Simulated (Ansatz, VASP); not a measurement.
# One calculation of ZnAu, two programs

File INCAR:

```
SYSTEM = ZnAu
ALGO     = Fast           ! electronic algorithm
EDIFF    = 1E-7           ! SCF threshold, eV
ENCUT    = 520            ! plane-wave cutoff, eV
GGA      = CA             ! functional
ISIF     = 2              ! what is computed and relaxed
ISMEAR   = -1             ! smearing method
LASPH    = .TRUE.         ! aspherical terms in the spheres
LCHARG   = .FALSE.        ! write CHGCAR
LREAL    = .FALSE.        ! projectors in reciprocal space
LWAVE    = .FALSE.        ! write WAVECAR
NBANDS   = 18             ! bands
NELM     = 100            ! most SCF steps
PREC     = Accurate       ! precision mode
SIGMA    = 0.05           ! smearing width, eV
```

The input KPOINTS:

```
k-points
0
G
  8 8 8
  0 0 0
```

File POSCAR:

```
ZnAu
1.0
    3.1470000000      0.0000000000      0.0000000000
    0.0000000000      3.1470000000      0.0000000000
    0.0000000000      0.0000000000      3.1470000000
Au Zn
1 1
Direct
    0.0000000000      0.0000000000      0.0000000000
    0.5000000000      0.5000000000      0.5000000000
```

input.yaml

```yaml
crystal:
  lattice:
    - [3.147, 0.0, 0.0]
    - [0.0, 3.147, 0.0]
    - [0.0, 0.0, 3.147]
  atoms:
    - { symbol: Au, position: [0.0, 0.0, 0.0] }
    - { symbol: Zn, position: [0.5, 0.5, 0.5] }
kpoints:
  mp_grid: { grid: [8, 8, 8] }
  band_path:
    path:
      - [0.0, 0.0, 0.0]
      - [0.0, 0.5, 0.0]
      - [0.5, 0.5, 0.0]
      - [0.0, 0.0, 0.0]
      - [0.5, 0.5, 0.5]
      - [0.0, 0.5, 0.0]
    npoints: 10
scf:
  occupations: { method: fermi_dirac, width: 0.05 }
hamiltonian:
  xc: lda
  pseudopotentials: { kind: all_electron, lapw: { basis_error: 0.001 } }
output:
  forces: true
  stress: true
  eigenvalues: true
```

Alike in both runs: functional LDA; k mesh 8 × 8 × 8; occupations fermi-dirac, width 0.05 eV; no spin polarisation.

|  | VASP | Ansatz |
| --- | --- | --- |
| version | VASP 6.6.1 | Ansatz 0.2.0 |
| potentials or method | VASP PAW LDA potentials, release 64 (Au, Zn), cutoff 520 eV | all-electron LAPW, scalar-relativistic |
| task | single point | band structure |

Ansatz gave:

- gap on the k mesh at the Fermi level (eV): none
- pressure (GPa): -6.6

Estimate VASP's values.

gap on the k mesh at the Fermi level (eV): none; pressure (GPa): -6.1.

LDA's correlation is that of Perdew and Zunger in VASP and of Perdew and Wang (1992) in Ansatz. A gap of «none» marks a metal or a gap that the smearing closes. Ansatz ran all-electron here, and VASP with PAW potentials.

Neither program's run includes spin-orbit coupling.
